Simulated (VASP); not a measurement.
# SnSe2 (P-3m1) in VASP: further runs, part 2 of 2

VASP 6.6.1. The steps go on from the part before.

### 4 Single point, PBEsol

This run uses another cell than the first one, of the same volume but with other edges.

Contents of INCAR:

```
ALGO     = Normal         # electronic algorithm
EDIFF    = 1E-6           # SCF threshold, eV
ENCUT    = 520            # plane-wave cutoff, eV
GGA      = PS             # functional
ISIF     = 2              # what is computed and relaxed
ISMEAR   = 0              # smearing method
LASPH    = True           # aspherical terms in the spheres
LCHARG   = True           # write CHGCAR
LELF     = True           # ELF
LREAL    = False          # projectors in reciprocal space
LVHAR    = True         
LWAVE    = False          # write WAVECAR
NBANDS   = 20             # bands
NELM     = 80             # most SCF steps
PREC     = Accurate       # precision mode
SIGMA    = 0.05           # smearing width, eV
```

Contents of KPOINTS:

```
k-points
0
Gamma
  9 9 6
```

Contents of POSCAR:

```
SnSe2
1.0
    3.9184069144      0.0000000000      0.0000000000
   -1.9592034572      3.3934399303      0.0000000000
    0.0000000000      0.0000000000      5.8051664257
Sn Se
1 2
Direct
    0.0000000000      0.0000000000      0.0000000000
    0.3333333333      0.6666666667      0.2500000000
    0.6666666667      0.3333333333      0.7500000000
```

Potentials or basis: VASP PAW PBE potentials, release 64 (Sn_d, Se).

Run with:

```console
$ cat potpaw_PBE.64/Sn_d/POTCAR potpaw_PBE.64/Se/POTCAR > POTCAR
$ mpirun -np 1 vasp_std > vasp.out
```

OUTCAR:

```text
EDIFF = 1E-6
   ENCUT = 520
   GGA = PS
   ISIF = 2
   ISMEAR = 0
   LASPH = True
   LREAL = False
   NELM = 80
   PREC = Accurate

 ion  position               nearest neighbor table
   1  0.000  0.000  0.000-   2 2.69   3 2.69   3 2.69   2 2.69   3 2.69   2 2.69
   2  0.333  0.667  0.250-   1 2.69   1 2.69   1 2.69
   3  0.667  0.333  0.750-   1 2.69   1 2.69   1 2.69

  LATTYP: Found a hexagonal cell.
 ALAT       =     3.9184069144
 C/A-ratio  =     1.4815118880

  Lattice vectors:

 A1 = (   3.9184069144,   0.0000000000,   0.0000000000)
 A2 = (  -1.9592034572,   3.3934399303,   0.0000000000)
 A3 = (   0.0000000000,   0.0000000000,   5.8051664257)

Analysis of symmetry for initial positions (statically):
=====================================================================
 Subroutine PRICEL returns:
 Original cell was already a primitive cell.

 Routine SETGRP: Setting up the symmetry group for a
 hexagonal supercell.

 Subroutine GETGRP returns: Found 12 space group operations
 (whereof 12 operations were pure point group operations)
 out of a pool of 24 trial point group operations.

The static configuration has the point symmetry D_3d.

Analysis of symmetry for dynamics (positions and initial velocities):
=====================================================================
 Subroutine PRICEL returns:
 Original cell was already a primitive cell.

 Routine SETGRP: Setting up the symmetry group for a
 hexagonal supercell.

 Subroutine GETGRP returns: Found 12 space group operations
 (whereof 12 operations were pure point group operations)
 out of a pool of 24 trial point group operations.

The dynamic configuration has the point symmetry D_3d.

[... 107 lines left out ...]
   ISYM   =      2    0-nonsym 1-usesym 2-fastsym
   POTIM  = 0.5000    time-step for ionic-motion
   TEBEG  =    0.0;   TEEND  =   0.0 temperature during run
   PSTRESS=    0.0 pullay stress
   NELECT =      26.0000    total number of electrons
   NUPDOWN=      -1.0000    fix difference up-down
   EMIN   =  10.00;   EMAX   =-10.00  energy-range for DOS
   EFERMI =   0.00;   METHOD = LEGACY
   ISMEAR =     0;   SIGMA  =   0.05  broadening in eV -4-tet -1-fermi 0-gaus
   EFERMI_NEDOS =   21; number of points for ismear=-14 and -15
   IALGO  =     38    algorithm
   IMIX   =      4    mixing-type and parameters
     AMIX     =   0.40;   BMIX     =  1.00
     AMIX_MAG =   1.60;   BMIX_MAG =  1.00
  volume/ion in A,a.u.               =      25.73       173.64
  Fermi-wavevector in a.u.,A,eV,Ry     =   1.139054  2.152501 17.652812  1.297445
  Thomas-Fermi vector in A             =   2.275758
   LORBIT       =      0    0 simple, 1 ext, 2 COOP (PROOUT), +10 PAW based schemes
   GGA     = PS    functional components
   LHFCALC =     F    Hartree Fock is set to
   AEXX    =    0.0000 exact exchange contribution
   IVDW    =     0    specifies the selected vdW correction
   LEPSILON=     F    determine dielectric tensor
   LRPA    =     F    only Hartree local field effects (RPA)
 non-spin polarized calculation
 Gauss-broadening in eV      SIGMA  =   0.05
  energy-cutoff  :      520.00
  volume of cell :       77.19
 maximum number of plane-waves:      2110
 NGX is ok and might be reduce to    30

 number of electron      26.0000008 magnetization

 Free energy of the ion-electron system (eV)
  ---------------------------------------------------
  ext. energy  EPLUGINS =         0.00000000
  ---------------------------------------------------
  free energy    TOTEN  =       -12.85601216 eV

  energy without entropy =      -12.85591540  energy(sigma->0) =      -12.85596378

 E-fermi :   4.6023     XC(G=0):  -9.6599

 val. band max:        4.5729460398   @ k =   0.0000   0.0000   0.0000
 cond. band min:       4.6284176814   @ k =   0.0000   0.0000   0.0000
 fundamental gap:      0.0554716415
 Fermi energy:         4.6023044554

 k-point     1 :       0.0000    0.0000    0.0000
  band No.  band energies     occupation
      1     -17.1093      2.00000
      2     -17.1093      2.00000
      3     -17.0831      2.00000
      4     -17.0604      2.00000
      5     -17.0604      2.00000
      6      -9.8888      2.00000
[... 541 lines left out ...]
     19      11.1692      0.00000
     20      13.4883      0.00000

 [... further k-points ...]
[... 5 lines left out ...]
  --------------------------------------------------------------------------------------
  -------------------------------------------------------------------------------------
  Total        0.1997604      0.1997604      2.6555627      0.0000000      0.0000000      0.0000000
  in kB        4.1462503      4.1462503     55.1191830      0.0000000      0.0000000      0.0000000
  external PRESSURE =      21.1372279 kB  Pullay stress =       0.0000000 kB

 VOLUME and BASIS-vectors are now :
 -----------------------------------------------------------------------------
  energy-cutoff  :      520.00
  volume of cell :       77.19
      direct lattice vectors                 reciprocal lattice vectors
     3.918406914  0.000000000  0.000000000     0.255205756  0.147343112  0.000000000
    -1.959203457  3.393439930  0.000000000     0.000000000  0.294686224  0.000000000
     0.000000000  0.000000000  5.805166426     0.000000000  0.000000000  0.172260350

 POSITION                                       TOTAL-FORCE (eV/Angst)
 -----------------------------------------------------------------------------------
      0.00000      0.00000      0.00000         0.000000      0.000000      0.000000
     -0.00000      2.26229      1.45129        -0.000000      0.000000      0.919889
      1.95920      1.13115      4.35387         0.000000     -0.000000     -0.919889
 -----------------------------------------------------------------------------------
    total drift:                                0.000000      0.000000     -0.000000

  FREE ENERGIE OF THE ION-ELECTRON SYSTEM (eV)
  ---------------------------------------------------
  free  energy   TOTEN  =       -12.8560121625 eV

  energy  without entropy=      -12.8559153985  energy(sigma->0) =      -12.85596378
```

stdout:

```text
POSCAR found type information on POSCAR SnSe
 POSCAR found :  2 types and       3 ions
 scaLAPACK will be used
 -----------------------------------------------------------------------------
|                                                                             |
|                                                                             |
|     You enforced a specific xc type in the INCAR file but a different       |
|     I HOPE YOU KNOW WHAT YOU ARE DOING!                                     |
|                                                                             |
 -----------------------------------------------------------------------------

 LDA part: xc-table for (Slater+PW92), standard interpolation
 POSCAR, INCAR and KPOINTS ok, starting setup
 FFT: planning ... GRIDC
 FFT: planning ... GRID_SOFT
 FFT: planning ... GRID
 WAVECAR not read
 entering main loop
```

It took 81 s on 1 thread of Intel Xeon Platinum 8488C (Sapphire Rapids), shared host; peak memory 0.25 GiB.

What came out:

- Free energy: -12.8560 eV
- Pressure: 2.1 GPa
- Largest force: 0.920 eV/Å
- Band gap on the k mesh: 0.06 eV, direct

Forces on the atoms (eV/Å):
```
Sn   0.000  0.000  0.000
Se   0.000  0.000  0.920
Se   0.000  0.000 -0.920
```

Levels at points of the mesh, in eV from the valence-band top:
| k point | band 10 | band 11 | band 12 | band 13 | band 14 | band 15 | band 16 | band 17 |
| --- | --- | --- | --- | --- | --- | --- | --- | --- |
| (0.00, 0.00, 0.00) | -1.50 | -1.23 | -1.23 | 0.00 | 0.06 | 1.91 | 3.87 | 3.87 |
| (0.00, 0.00, 0.50) | -1.61 | -1.61 | -1.01 | -1.01 | 1.51 | 1.94 | 3.46 | 3.46 |

Caveat: the PAW data sets were made with another functional, which shifts forces and pressure a little; spin-orbit coupling is left out, which moves the levels of the heavy elements; this functional lacks dispersion, which binds the layers, so the pressure and a relaxed spacing across them are unreliable.

### 5 Single point, PBEsol

This run uses another cell than the first one, of the same volume but with other edges.

Contents of INCAR:

```
PREC     = Accurate       # precision mode
ENCUT    = 520            # plane-wave cutoff, eV
EDIFF    = 1E-6           # SCF threshold, eV
ISMEAR   = 0              # smearing method
SIGMA    = 0.05           # smearing width, eV
LREAL    = F              # projectors in reciprocal space
LASPH    = T              # aspherical terms in the spheres
NELM     = 60             # most SCF steps
ALGO     = Normal         # electronic algorithm
ISIF     = 2              # what is computed and relaxed
LWAVE    = F              # write WAVECAR
LCHARG   = F              # write CHGCAR
GGA      = PS             # functional
NBANDS   = 20             # bands
```

Contents of KPOINTS:

```
regular mesh
0
Gamma
  9 9 6
```

Contents of POSCAR:

```
SnSe2
1.0
    3.6918262054      0.0000000000      0.0000000000
   -1.8459131027      3.1972152802      0.0000000000
    0.0000000000      0.0000000000      6.5396009270
Sn Se
1 2
Direct
    0.0000000000      0.0000000000      0.0000000000
    0.3333333333      0.6666666667      0.2500000000
    0.6666666667      0.3333333333      0.7500000000
```

Run with:

```console
$ cat potpaw_PBE.64/Sn_d/POTCAR potpaw_PBE.64/Se/POTCAR > POTCAR
$ mpirun -np 1 vasp_std > vasp.out
```

Wall time 62 s (1 thread of Intel Xeon Platinum 8488C (Sapphire Rapids), shared host); peak memory 0.24 GiB.

Results (log left out):

- Free energy: -12.9104 eV
- Pressure: 2.6 GPa
- Largest force: 0.047 eV/Å
- Band gap on the k mesh: 0.35 eV, indirect (least direct gap 0.98 eV)

Forces on the atoms (eV/Å):
```
Sn   0.000  0.000  0.000
Se   0.000  0.000 -0.047
Se   0.000  0.000  0.047
```

Stress tensor (GPa, compression positive):
```
 4.17  0.00  0.00
 0.00  4.17  0.00
 0.00  0.00 -0.65
```

Levels at points of the mesh, in eV from the valence-band top:
```
           k point  band 9  band 10  band 11  band 12  band 13  band 14  band 15  band 16  band 17  band 18
(0.00, 0.00, 0.00)   -0.91    -0.48    -0.48    -0.16    -0.16     1.11     3.24     4.74     4.74     7.22
(0.00, 0.00, 0.50)   -2.70    -0.55    -0.55    -0.05    -0.05     2.61     3.14     4.57     4.57     7.59
```

Caveat: the PAW data sets were made with another functional, which shifts forces and pressure a little; spin-orbit coupling is left out, which moves the levels of the heavy elements; this functional lacks dispersion, which binds the layers, so the pressure and a relaxed spacing across them are unreliable. A k mesh can miss the band edges.

### 6 Summary

```tsv
cell	gap on the mesh (eV)	pressure (GPa)	largest force (eV/Å)
a = 4.023, b = 4.023, c = 5.507 Å, angles 90.0, 90.0, 120.0°, 3 atoms	0.06	1.7	1.11
a = 3.586, b = 3.586, c = 6.930 Å, angles 90.0, 90.0, 120.0°, 3 atoms	none	2.9	0.60
a = 3.918, b = 3.918, c = 5.805 Å, angles 90.0, 90.0, 120.0°, 3 atoms	0.06	2.1	0.92
a = 3.692, b = 3.692, c = 6.540 Å, angles 90.0, 90.0, 120.0°, 3 atoms	0.35	2.6	0.05
```

Alike in all rows: task single point; level PBEsol; potentials or basis VASP PAW PBE potentials, release 64 (Sn_d, Se); no spin polarisation; k mesh 9 × 9 × 6; cutoff (eV) 520; smearing gaussian 0.05 eV.

Caveats: the PAW data sets were made with another functional, which shifts forces and pressure a little; spin-orbit coupling is left out, which moves the levels of the heavy elements; this functional lacks dispersion, which binds the layers, so the pressure and a relaxed spacing across them are unreliable (some runs).

Absolute energies hang on the potentials; compare differences alone.
